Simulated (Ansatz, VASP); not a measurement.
# NbAs: VASP beside Ansatz

```
Nb As
1.0
    -1.71427    1.71427    5.80080
     1.71427   -1.71427    5.80080
     1.71427    1.71427   -5.80080
Nb As
2 2
Cartesian
  0.0000 1.7143 0.0000
  0.0000 0.0000 8.7012
  0.0000 1.7143 4.8263
  0.0000 0.0000 1.9259
```

Change from the starting cell: volume scaled by 0.98.

Alike in both runs: task single point; functional PBE; k mesh 11 × 11 × 11; occupations fermi-dirac, width 0.05 eV; no spin polarisation.

|  | VASP | Ansatz |
| --- | --- | --- |
| version | VASP 6.6.1 | Ansatz 0.2.0 |
| potentials or method | VASP PAW PBE potentials, release 64 (Nb_sv, As), cutoff 520 eV | all-electron LAPW, scalar-relativistic |

```tsv
	VASP	Ansatz	Ansatz less VASP
gap on the k mesh at the Fermi level (eV)	none	none	-
pressure (GPa)	7.1	7.0	-0.05
traceless stress, the component that is largest in VASP (GPa)	0.16	0.19	+0.033
rms of the force components (eV/Å)	0.188	0.187	-0.0008
```

Atom by atom the forces differ by 0.001 eV/Å (rms over components). A gap of «none» marks a metal or a gap that the smearing closes. Ansatz ran all-electron here, and VASP with PAW potentials.
